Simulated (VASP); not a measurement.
# CoW3: single point with PBE

Crystal: CoW3.

```
Co W
1.0
     2.80433    0.00000    0.00000
    -1.40216    2.42862    0.00000
     0.00000    0.00000    9.16910
Co W
1 3
Direct
  0.66667 0.33333 0.50000
  0.33333 0.66667 0.75000
  0.33333 0.66667 0.25000
  0.66667 0.33333 0.00000
```

```
Program             : VASP 6.6.1
Task                : single point
Functional          : PBE
Potentials or basis : VASP PAW PBE potentials, release 64 (Co, W_sv)
Cutoff              : 520 eV
k mesh              : 6 × 6 × 2
Occupations         : gaussian, width 0.1 eV
Spin                : collinear spin, ferromagnetic start
Starting moments    : [3.0, 0.0, 0.0, 0.0] μB
```

```json
{
  "Pressure": "-2.8 GPa",
  "Largest force": "2.763 eV/Å",
  "Net moment": "0.94 μB per cell",
  "Site moments": "Co +1.02; W -0.00, -0.04 (each value once) μB",
  "Valence electrons inside the program's atomic spheres": "Co 7.99; W 12.02, 12.13 (each value once)"
}
```

Forces in eV/Å, atoms in the order of the input:
```
Co   0.000  0.000  0.000
W    0.000  0.000 -2.763
W    0.000  0.000  2.763
W    0.000  0.000  0.000
```

Stress tensor (GPa, compression positive):
```
-6.03  0.00  0.00
 0.00 -6.03  0.00
 0.00  0.00  3.54
```

Levels at points of the mesh, in eV from the Fermi level:
Spin up:
```csv
k point,band 22,band 23,band 24,band 25,band 26,band 27,band 28,band 29,band 30,band 31
"(0.00, 0.00, 0.00)",-1.27,-1.04,-0.67,-0.67,-0.29,-0.29,0.00,0.00,0.49,2.18
"(0.50, 0.00, 0.00)",-1.14,-0.69,-0.68,0.00,0.53,1.35,1.56,1.93,4.24,4.37
"(0.00, 0.00, 0.50)",-1.14,-0.80,-0.71,-0.54,-0.54,-0.47,-0.47,0.11,0.11,2.09
"(0.50, 0.00, 0.50)",-1.08,-0.69,-0.25,0.07,0.87,0.92,1.65,2.00,4.02,4.68
```
Spin down:
```tsv
k point	band 23	band 24	band 25	band 26	band 27	band 28
(0.00, 0.00, 0.00)	-0.72	-0.65	-0.65	0.06	0.06	0.07
(0.50, 0.00, 0.00)	-0.29	0.20	0.61	0.74	1.34	1.54
(0.00, 0.00, 0.50)	-0.74	-0.69	-0.37	-0.37	-0.31	-0.31
(0.50, 0.00, 0.50)	-0.32	0.11	0.63	0.99	1.04	2.09
```

Run time: 74 s on 1 thread of Intel(R) Xeon(R) Platinum 8488C (Sapphire Rapids) (shared host), peak memory 0.24 GiB.

Caveat: the k points lie up to 0.43 Å⁻¹ apart; spin-orbit coupling is left out, which moves the levels of the heavy elements; forces of over 1 eV/Å act on the atoms, so gaps and moduli don't describe the material at rest.
